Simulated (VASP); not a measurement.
Here is a VASP 6.6.1 calculation.

POSCAR

```
NaCl
1.0
    0.0000000000      2.7940632177      2.7940632177
    2.7940632177      0.0000000000      2.7940632177
    2.7940632177      2.7940632177      0.0000000000
Cl Na
1 1
Direct
    0.5000000000      0.5000000000      0.5000000000
    0.0000000000      0.0000000000      0.0000000000
```

INCAR.step1

```
SYSTEM = NaCl
ALGO = Normal
EDIFF = 1E-5
ENCUT = 520
GGA = PE
ISIF = 2
ISMEAR = -1
LASPH = .TRUE.
LCHARG = .FALSE.
LREAL = .FALSE.
LWAVE = .TRUE.
NBANDS = 14
NELM = 60
PREC = Accurate
SIGMA = 0.05
```

The input INCAR.step2:

```
SYSTEM = NaCl
ALGO = Normal
EDIFF = 1E-7
ENCUT = 520
GGA = PE
HFSCREEN = 0.2079
ISIF = 2
ISMEAR = -1
ISTART = 1
LASPH = .TRUE.
LCHARG = .FALSE.
LHFCALC = .TRUE.
LREAL = .FALSE.
LWAVE = .FALSE.
NBANDS = 14
NELM = 60
PREC = Accurate
PRECFOCK = Normal
SIGMA = 0.05
```

Contents of KPOINTS:

```
k-points
0
G
  4 4 4
  0 0 0
```

Potentials or basis: VASP PAW PBE potentials, release 64 (Cl, Na_pv).

Command:

```sh
$ cat potpaw_PBE.64/Cl/POTCAR potpaw_PBE.64/Na_pv/POTCAR > POTCAR
$ cp INCAR.step1 INCAR
$ mpirun -np 1 vasp_std > vasp.out
$ cp INCAR.step2 INCAR
$ mpirun -np 1 vasp_std > vasp.out
```

(1) Predict the band gap on the k mesh.

(2) What does it give for the pressure?

Answers

(1) 6.59 eV, direct.

(2) 1.0 GPa.

Caveat: the k points lie up to 0.49 Å⁻¹ apart; the PAW data sets were made with another functional, which shifts forces and pressure a little.
